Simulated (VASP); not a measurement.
# TiC (Fm-3m) in VASP: notebook, part 2 of 2

VASP 6.6.1. Earlier steps stand in the parts before.

## 3. Single point, PBEsol

The input, INCAR:

```
SYSTEM = TiC
PREC     = Accurate       ! precision mode
ENCUT    = 520            ! plane-wave cutoff, eV
EDIFF    = 1E-6           ! SCF threshold, eV
ISMEAR   = 0              ! smearing method
SIGMA    = 0.02           ! smearing width, eV
LREAL    = .False.        ! projectors in reciprocal space
LASPH    = .True.         ! aspherical terms in the spheres
NELM     = 100            ! most SCF steps
ALGO     = Normal         ! electronic algorithm
ISIF     = 2              ! what is computed and relaxed
LWAVE    = .False.        ! write WAVECAR
LCHARG   = .True.         ! write CHGCAR
GGA      = PS             ! functional
LELF     = .True.         ! ELF
LVHAR    = .True.       
NBANDS   = 15             ! bands
```

The input, KPOINTS:

```
regular mesh
0
Gamma
  11 11 11
  0 0 0
```

The input, POSCAR:

```
TiC
1.0
    0.0000000000      2.1657188437      2.1657188437
    2.1657188437      0.0000000000      2.1657188437
    2.1657188437      2.1657188437      0.0000000000
Ti C
1 1
Direct
    0.0000000000      0.0000000000      0.0000000000
    0.5000000000      0.5000000000      0.5000000000
```

Potentials or basis: VASP PAW PBE potentials, release 64 (Ti_sv, C).

Command:

```
> cat potpaw_PBE.64/Ti_sv/POTCAR potpaw_PBE.64/C/POTCAR > POTCAR
> mpirun -np 1 vasp_std > vasp.out
```

OUTCAR:

```text
SYSTEM = TiC
   PREC = Accurate
   ENCUT = 520
   EDIFF = 1E-6
   ISMEAR = 0
   LREAL = .False.
   LASPH = .True.
   NELM = 100
   ISIF = 2
   GGA = PS

 ion  position               nearest neighbor table
   1  0.000  0.000  0.000-   2 2.17   2 2.17   2 2.17   2 2.17   2 2.17   2 2.17
   2  0.500  0.500  0.500-   1 2.17   1 2.17   1 2.17   1 2.17   1 2.17   1 2.17

  LATTYP: Found a face centered cubic cell.
 ALAT       =     4.3314376874

  Lattice vectors:

 A1 = (   0.0000000000,   2.1657188437,   2.1657188437)
 A2 = (   2.1657188437,   0.0000000000,   2.1657188437)
 A3 = (   2.1657188437,   2.1657188437,   0.0000000000)

Analysis of symmetry for initial positions (statically):
=====================================================================
 Subroutine PRICEL returns:
 Original cell was already a primitive cell.

 Routine SETGRP: Setting up the symmetry group for a
 face centered cubic supercell.

 Subroutine GETGRP returns: Found 48 space group operations
[... 9 lines left out ...]

 Routine SETGRP: Setting up the symmetry group for a
 face centered cubic supercell.

 Subroutine GETGRP returns: Found 48 space group operations
[... 11 lines left out ...]
                                     Primitive cell

  volume of cell :      20.3159

  direct lattice vectors                    reciprocal lattice vectors
     0.000000000  2.165718844  2.165718844    -0.230870227  0.230870227  0.230870227
     2.165718844  0.000000000  2.165718844     0.230870227 -0.230870227  0.230870227
     2.165718844  2.165718844  0.000000000     0.230870227  0.230870227 -0.230870227

  length of vectors
     3.062788961  3.062788961  3.062788961     0.399878962  0.399878962  0.399878962

  position of ions in fractional coordinates (direct lattice)
[... 8 lines left out ...]
----------------------------------------------------------------------------------------

 KPOINTS: regular mesh

Automatic generation of k-mesh.
 Grid dimensions read from file:
 generate k-points for:   11   11   11

 Generating k-lattice:

  Cartesian coordinates                     Fractional coordinates (reciprocal lattice)
    -0.020988202  0.020988202  0.020988202     0.090909091  0.000000000  0.000000000
     0.020988202 -0.020988202  0.020988202     0.000000000  0.090909091  0.000000000
     0.020988202  0.020988202 -0.020988202     0.000000000  0.000000000  0.090909091

  Length of vectors
     0.036352633  0.036352633  0.036352633

  Shift w.r.t. Gamma in fractional coordinates (k-lattice)
     0.000000000  0.000000000  0.000000000

 Subroutine IBZKPT returns following result:
 ===========================================

 Found     56 irreducible k-points:

 Following reciprocal coordinates:
            Coordinates               Weight
  0.000000  0.000000  0.000000      1.000000
  0.090909  0.000000  0.000000      8.000000
  0.181818  0.000000  0.000000      8.000000
  0.272727  0.000000  0.000000      8.000000
  0.363636  0.000000  0.000000      8.000000
  0.454545  0.000000  0.000000      8.000000
[... 16 lines left out ...]
 -0.272727  0.181818  0.000000     24.000000
 -0.181818  0.181818  0.000000     12.000000
 [... further k-points ...]
   k-points           NKPTS =     56   k-points in BZ     NKDIM =     56   number of bands    NBANDS=     15
   number of dos      NEDOS =    301   number of ions     NIONS =      2
   total plane-waves  NPLWV =  13824
   dimension x,y,z NGX =    24 NGY =   24 NGZ =   24
   dimension x,y,z NGXF=    48 NGYF=   48 NGZF=   48
   ions per type =               1   1
   NGX,Y,Z   is equivalent  to a cutoff of  13.03, 13.03, 13.03 a.u.
   NGXF,Y,Z  is equivalent  to a cutoff of  26.05, 26.05, 26.05 a.u.
 SYSTEM =  TiC
   PREC   = accura    normal or accurate (medium, high low for compatibility)
   ISTART =      0    job   : 0-new  1-cont  2-samecut
   ICHARG =      2    charge: 1-file 2-atom 10-const
   ISPIN  =      1    spin polarized calculation?
   LNONCOLLINEAR =      F non collinear calculations
   LSORBIT =      F    spin-orbit coupling
   LASPH  =      T    aspherical Exc in radial PAW
   ENCUT  =  520.0 eV  38.22 Ry    6.18 a.u.   5.69  5.69  5.69*2*pi/ulx,y,z
   NELM   =    100;   NELMIN=  2; NELMDL= -5     # of ELM steps
   EDIFF  = 0.1E-05   stopping-criterion for ELM
   LREAL  =      F    real-space projection
   EDIFFG = 0.1E-04   stopping-criterion for IOM
   NSW    =      0    number of steps for IOM
   IBRION =     -1    ionic relax: 0-MD 1-quasi-New 2-CG
   NFREE  =      0    steps in history (QN), initial steepest desc. (CG)
   ISIF   =      2    stress and relaxation
   ISYM   =      2    0-nonsym 1-usesym 2-fastsym
   POTIM  = 0.5000    time-step for ionic-motion
   TEBEG  =    0.0;   TEEND  =   0.0 temperature during run
   PSTRESS=    0.0 pullay stress
   NELECT =      16.0000    total number of electrons
   NUPDOWN=      -1.0000    fix difference up-down
   EMIN   =  10.00;   EMAX   =-10.00  energy-range for DOS
   EFERMI =   0.00;   METHOD = LEGACY
   ISMEAR =     0;   SIGMA  =   0.02  broadening in eV -4-tet -1-fermi 0-gaus
   EFERMI_NEDOS =   21; number of points for ismear=-14 and -15
   IALGO  =     38    algorithm
   IMIX   =      4    mixing-type and parameters
     AMIX     =   0.40;   BMIX     =  1.00
     AMIX_MAG =   1.60;   BMIX_MAG =  1.00
  volume/ion in A,a.u.               =      10.16        68.55
  Fermi-wavevector in a.u.,A,eV,Ry     =   1.511829  2.856943 31.097854  2.285628
  Thomas-Fermi vector in A             =   2.621834
   LORBIT       =      0    0 simple, 1 ext, 2 COOP (PROOUT), +10 PAW based schemes
   GGA     = PS    functional components
   LHFCALC =     F    Hartree Fock is set to
   AEXX    =    0.0000 exact exchange contribution
   IVDW    =     0    specifies the selected vdW correction
   LEPSILON=     F    determine dielectric tensor
   LRPA    =     F    only Hartree local field effects (RPA)
 non-spin polarized calculation
 Gauss-broadening in eV      SIGMA  =   0.02
  energy-cutoff  :      520.00
  volume of cell :       20.32
 maximum number of plane-waves:       560
   NGX = 11   NGY = 11   NGZ = 11

 number of electron      16.0000000 magnetization

 Free energy of the ion-electron system (eV)
  ---------------------------------------------------
  ext. energy  EPLUGINS =         0.00000000
  ---------------------------------------------------
  free energy    TOTEN  =       -19.79147793 eV

  energy without entropy =      -19.79127377  energy(sigma->0) =      -19.79137585

 E-fermi :   9.4342     XC(G=0): -12.8604

 val. band max:        9.2406943526   @ k =   0.4545   0.4545   0.0000
 cond. band min:       9.4437454256   @ k =   0.3636   0.2727   0.0000
 fundamental gap:      0.2030510730
 Fermi energy:         9.4341974699

 k-point     1 :       0.0000    0.0000    0.0000
  band No.  band energies     occupation
      1     -47.0315      2.00000
      2     -23.1579      2.00000
      3     -23.1579      2.00000
      4     -23.1579      2.00000
      5      -3.0660      2.00000
      6       9.9634      0.00000
      7       9.9634      0.00000
      8       9.9634      0.00000
      9      11.0059      0.00000
     10      11.0059      0.00000
     11      11.0059      0.00000
     12      11.0253      0.00000
     13      11.0253      0.00000
     14      19.7774      0.00000
     15      23.2280      0.00000

 k-point     2 :       0.0909    0.0000    0.0000
  band No.  band energies     occupation
      1     -47.0255      2.00000
      2     -23.1996      2.00000
      3     -23.1618      2.00000
      4     -23.1618      2.00000
      5      -2.8785      2.00000
      6       9.1625      2.00000
      7       9.4559      0.12518
      8       9.4559      0.12517
      9      10.3048      0.00000
     10      10.3048      0.00000
     11      11.3851      0.00000
     12      12.5069      0.00000
     13      12.5069      0.00000
     14      20.0980      0.00000
     15      23.2986      0.00000
[... 365 lines left out ...]
      3     -23.3071      2.00000
      4     -23.1966      2.00000
      5      -0.5793      2.00000
      6       5.0640      2.00000
      7       6.7749      2.00000
      8       6.8001      2.00000
      9      11.2990      0.00000
     10      12.2714      0.00000
     11      13.0827      0.00000
     12      14.4571      0.00000
     13      17.2693      0.00000
     14      20.3172      0.00000
     15      22.8709      0.00000

 k-point    24 :      -0.1818    0.1818    0.0000
  band No.  band energies     occupation
      1     -46.9818      2.00000
      2     -23.4357      2.00000
      3     -23.2673      2.00000
      4     -23.1781      2.00000
      5      -1.3307      2.00000
      6       6.0513      2.00000
      7       7.1423      2.00000
      8       7.3441      2.00000
      9      10.8256      0.00000
     10      11.9574      0.00000
     11      12.8873      0.00000
     12      13.6860      0.00000
     13      16.6032      0.00000
     14      21.0482      0.00000
     15      22.7478      0.00000

 [... further k-points ...]
[... 5 lines left out ...]
  --------------------------------------------------------------------------------------
  -------------------------------------------------------------------------------------
  Total       -0.8164164     -0.8164164     -0.8164164      0.0000000      0.0000000     -0.0000000
  in kB      -64.3852041    -64.3852041    -64.3852041      0.0000000      0.0000000     -0.0000000
  external PRESSURE =     -64.3852041 kB  Pullay stress =       0.0000000 kB

 VOLUME and BASIS-vectors are now :
 -----------------------------------------------------------------------------
  energy-cutoff  :      520.00
  volume of cell :       20.32
      direct lattice vectors                 reciprocal lattice vectors
     0.000000000  2.165718844  2.165718844    -0.230870227  0.230870227  0.230870227
     2.165718844  0.000000000  2.165718844     0.230870227 -0.230870227  0.230870227
     2.165718844  2.165718844  0.000000000     0.230870227  0.230870227 -0.230870227

 POSITION                                       TOTAL-FORCE (eV/Angst)
 -----------------------------------------------------------------------------------
      0.00000      0.00000      0.00000         0.000000      0.000000      0.000000
      2.16572      2.16572      2.16572        -0.000000     -0.000000     -0.000000
 -----------------------------------------------------------------------------------
    total drift:                                0.000000     -0.000000     -0.000000

  FREE ENERGIE OF THE ION-ELECTRON SYSTEM (eV)
  ---------------------------------------------------
  free  energy   TOTEN  =       -19.7914779267 eV

  energy  without entropy=      -19.7912737709  energy(sigma->0) =      -19.79137585
```

Run time: 40 s. Hardware: 1 thread of AMD EPYC 7R13, shared host; peak memory 0.12 GiB.

What came out:

| Item | Value |
| --- | --- |
| Free energy | -19.7915 eV |
| Pressure | -6.4 GPa |
| Band gap on the k mesh | zero (band 8 reaches 9.96 eV, above the bottom of band 9 at 8.89 eV) |

Levels at points of the mesh, in eV from the Fermi level:
```
           k point  band 5  band 6  band 7  band 8  band 9  band 10  band 11  band 12
(0.00, 0.00, 0.00)  -12.50    0.53    0.53    0.53    1.57     1.57     1.57     1.59
```

Caveat: the PAW data sets were made with another functional, which shifts forces and pressure a little.
